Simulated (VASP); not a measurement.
# Te2Mo in VASP: further runs, part 2 of 2

VASP 6.6.1.

### 3 Relaxation of the atoms, PBE

Input file INCAR:

```
PREC = Accurate
ENCUT = 520
EDIFF = 1E-6
ISMEAR = 0
SIGMA = 0.05
LREAL = False
LASPH = True
NELM = 100
ALGO = Normal
ISIF = 2
LWAVE = False
LCHARG = False
LDIPOL = True
IDIPOL = 3
DIPOL = 0.5 0.5 0.500
GGA = PE
IBRION = 2
NSW = 60
EDIFFG = -0.04
KPAR = 4
```

Input file KPOINTS:

```
regular mesh
0
Gamma
  9 9 1
```

Input file POSCAR:

```
Te2Mo
1.0
    3.5603917400      0.0000000000      0.0000000000
   -1.7801958700      3.0833896900      0.0000000000
    0.0000000000      0.0000000000     63.6839284442
Te Mo
8 4
Selective dynamics
Direct
    0.3333333300      0.6666666600      0.1413229400  F F F
    0.3333333300      0.6666666600      0.1975298900  F F F
    0.6666666700      0.3333333400      0.4128700400  F F F
    0.6666666700      0.3333333400      0.4690770000  F F F
    0.3333333300      0.6666666600      0.5309230000  T T T
    0.3333333300      0.6666666600      0.5871299600  T T T
    0.6666666700      0.3333333400      0.8024701100  T T T
    0.6666666700      0.3333333400      0.8586770600  T T T
    0.6666666700      0.3333333400      0.1694405100  F F F
    0.3333333300      0.6666666600      0.4409594300  F F F
    0.6666666700      0.3333333400      0.5590405700  T T T
    0.3333333300      0.6666666600      0.8305594900  T T T
```

Potentials or basis: VASP PAW PBE potentials, release 64 (Te, Mo_sv).

The run is started by

```sh
$ cat potpaw_PBE.64/Te/POTCAR potpaw_PBE.64/Mo_sv/POTCAR > POTCAR
$ mpirun -np 4 vasp_std > vasp.out
```

OUTCAR:

```text
PREC = Accurate
   ENCUT = 520
   EDIFF = 1E-6
   ISMEAR = 0
   LREAL = False
   LASPH = True
   NELM = 100
   ISIF = 2
   GGA = PE
   IBRION = 2
   NSW = 60
   EDIFFG = -0.04

 ion  position               nearest neighbor table
   1  0.333  0.667  0.141-   9 2.73   9 2.73   9 2.73   2 3.58
   2  0.333  0.667  0.198-   9 2.72   9 2.72   9 2.72   1 3.58
   3  0.667  0.333  0.413-  10 2.72  10 2.72  10 2.72   4 3.58
   4  0.667  0.333  0.469-  10 2.73  10 2.73  10 2.73   3 3.58
   5  0.333  0.667  0.531-  11 2.73  11 2.73  11 2.73   6 3.58
   6  0.333  0.667  0.587-  11 2.72  11 2.72  11 2.72   5 3.58
   7  0.667  0.333  0.802-  12 2.72  12 2.72  12 2.72   8 3.58
   8  0.667  0.333  0.859-  12 2.73  12 2.73  12 2.73   7 3.58
   9  0.667  0.333  0.169-   2 2.72   2 2.72   2 2.72   1 2.73   1 2.73   1 2.73
  10  0.333  0.667  0.441-   3 2.72   3 2.72   3 2.72   4 2.73   4 2.73   4 2.73
  11  0.667  0.333  0.559-   6 2.72   6 2.72   6 2.72   5 2.73   5 2.73   5 2.73
  12  0.333  0.667  0.831-   7 2.72   7 2.72   7 2.72   8 2.73   8 2.73   8 2.73

  LATTYP: Found a hexagonal cell.
 ALAT       =     3.5603917400
 C/A-ratio  =    17.8867756963

  Lattice vectors:

 A1 = (   3.5603917400,   0.0000000000,   0.0000000000)
 A2 = (  -1.7801958700,   3.0833896900,   0.0000000000)
 A3 = (   0.0000000000,   0.0000000000,  63.6839284442)

Analysis of symmetry for initial positions (statically):
[... 256 lines left out ...]
  external PRESSURE =       2.2589617 kB  Pullay stress =       0.0000000 kB
[... 33 lines left out ...]
--------------------------------------- Ionic step        3  -------------------------------------------

 number of electron     103.9999999 magnetization

 dipolmoment           0.000000      0.000000      0.000576 electrons x Angstroem

 Free energy of the ion-electron system (eV)
  ---------------------------------------------------
  ext. energy  EPLUGINS =         0.00000000
  ---------------------------------------------------
  free energy    TOTEN  =       -72.10232181 eV

  energy without entropy =      -72.10232181  energy(sigma->0) =      -72.10232181

 E-fermi :   1.0528     XC(G=0):  -5.0829

 val. band max:        0.6450446507   @ k =   0.3333   0.3333   0.0000
 cond. band min:       1.6455855390   @ k =   0.3333   0.3333   0.0000
 fundamental gap:      1.0005408883
 Fermi energy:         1.0527639860

 k-point     1 :       0.0000    0.0000    0.0000
  band No.  band energies     occupation
      1     -60.0677      2.00000
      2     -60.0673      2.00000
      3     -60.0584      2.00000
      4     -60.0550      2.00000
      5     -34.2122      2.00000
      6     -34.2119      2.00000
[... 769 lines left out ...]
     61       3.1060      0.00000
     62       3.1149      0.00000

------------------------ aborting loop because EDIFF is reached ----------------------------------------

 vacuum level on the upper side and lower side of the slab       (xc-potential included)         0.001        -0.009

  FORCE on cell =-STRESS in cart. coord.  units (eV):
  Direction    XX          YY          ZZ          XY          YZ          ZX
  --------------------------------------------------------------------------------------
  -------------------------------------------------------------------------------------
  Total        0.1287600      0.1287600      1.6500056     -0.0000000      0.0000000      0.0000000
  in kB        0.2950771      0.2950771      3.7812897     -0.0000000      0.0000000      0.0000000
  external PRESSURE =       1.4571480 kB  Pullay stress =       0.0000000 kB
[... 27 lines left out ...]
  FREE ENERGIE OF THE ION-ELECTRON SYSTEM (eV)
  ---------------------------------------------------
  free  energy   TOTEN  =       -72.1023218126 eV

  energy  without entropy=      -72.1023218126  energy(sigma->0) =      -72.10232181

 reached required accuracy - stopping structural energy minimisation

 vacuum level on the upper side and lower side of the slab         5.524         5.515
```

OSZICAR:

```text
N       E                     dE             d eps       ncg     rms          rms(c)
DAV:   1     0.799872413007E+03    0.79987E+03   -0.49987E+04  1872   0.134E+03
DAV:   2    -0.765864719851E+01   -0.80753E+03   -0.78761E+03  1886   0.293E+02
DAV:   3    -0.712724284316E+02   -0.63614E+02   -0.62565E+02  1738   0.708E+01
DAV:   4    -0.746575781669E+02   -0.33851E+01   -0.33580E+01  2128   0.146E+01
[... 38 lines left out ...]
DAV:   2    -0.721023336165E+02   -0.27593E-03   -0.39408E-03  1682   0.139E-01    0.967E-02
DAV:   3    -0.721023321132E+02    0.15033E-05   -0.10753E-04  1990   0.262E-02    0.674E-02
DAV:   4    -0.721023249996E+02    0.71136E-05   -0.37605E-05  1900   0.206E-02    0.197E-02
DAV:   5    -0.721023221991E+02    0.28005E-05   -0.30698E-05  1746   0.147E-02    0.831E-03
DAV:   6    -0.721023218126E+02    0.38644E-06   -0.45905E-06  1504   0.580E-03
   3 F= -.72102322E+02 E0= -.72102322E+02  d E =-.801611E-02
```

CONTCAR:

```text
Te2Mo
   1.00000000000000
     3.5603917400000000    0.0000000000000000    0.0000000000000000
    -1.7801958700000000    3.0833896900000002    0.0000000000000000
     0.0000000000000000    0.0000000000000000   63.6839284441999993
  Te              Mo
     8     4
Selective dynamics
Direct
[... 14 lines left out ...]
  0.00000000E+00  0.00000000E+00  0.00000000E+00
  0.00000000E+00  0.00000000E+00  0.00000000E+00
  0.00000000E+00  0.00000000E+00  0.00000000E+00
  0.00000000E+00  0.00000000E+00  0.00000000E+00
  0.00000000E+00  0.00000000E+00  0.00000000E+00
  0.00000000E+00  0.00000000E+00  0.00000000E+00
  0.00000000E+00  0.00000000E+00  0.00000000E+00
  0.00000000E+00  0.00000000E+00  0.00000000E+00
  0.00000000E+00  0.00000000E+00  0.00000000E+00
  0.00000000E+00  0.00000000E+00  0.00000000E+00
  0.00000000E+00  0.00000000E+00  0.00000000E+00
```

Wall time 7 min (4 MPI ranks of Intel Xeon 6975P-C (Granite Rapids), shared host); peak memory 1.1 GiB.

What came out:

* Free energy: -72.1023 eV
* Energy gained by relaxing: 0.7 meV/atom
* Ionic steps: 3
* Band gap on the k mesh: 1.00 eV

The path:
```
step  energy change (eV)  largest force on free atoms (eV/Å)  pressure (GPa)
   1              0.0000                              0.2438            0.37
   2             -0.0071                              0.0846            0.23
   3             -0.0080                              0.0264            0.15
```

Final structure:
```cif
data_structure
_symmetry_space_group_name_H-M 'P 1'
_symmetry_Int_Tables_number 1
_cell_length_a 3.5604
_cell_length_b 3.5604
_cell_length_c 63.6839
_cell_angle_alpha 90.000
_cell_angle_beta 90.000
_cell_angle_gamma 120.000
_cell_volume 699.13
loop_
_atom_site_label
_atom_site_type_symbol
_atom_site_fract_x
_atom_site_fract_y
_atom_site_fract_z
_atom_site_occupancy
Te1 Te 0.33333 0.66667 0.14132 1
Te2 Te 0.33333 0.66667 0.19753 1
Te3 Te 0.66667 0.33333 0.41287 1
Te4 Te 0.66667 0.33333 0.46908 1
Te5 Te 0.33333 0.66667 0.53065 1
Te6 Te 0.33333 0.66667 0.58742 1
Te7 Te 0.66667 0.33333 0.80218 1
Te8 Te 0.66667 0.33333 0.85894 1
Mo1 Mo 0.66667 0.33333 0.16944 1
Mo2 Mo 0.33333 0.66667 0.44096 1
Mo3 Mo 0.66667 0.33333 0.55904 1
Mo4 Mo 0.33333 0.66667 0.83058 1
```

Levels at points of the mesh, in eV from the valence-band top:
| k point | band 49 | band 50 | band 51 | band 52 | band 53 | band 54 | band 55 | band 56 |
| --- | --- | --- | --- | --- | --- | --- | --- | --- |
| (0.00, 0.00, 0.00) | -0.55 | -0.44 | -0.43 | -0.15 | 3.00 | 3.00 | 3.02 | 3.02 |

Caveat: spin-orbit coupling is left out, which moves the levels of the heavy elements.
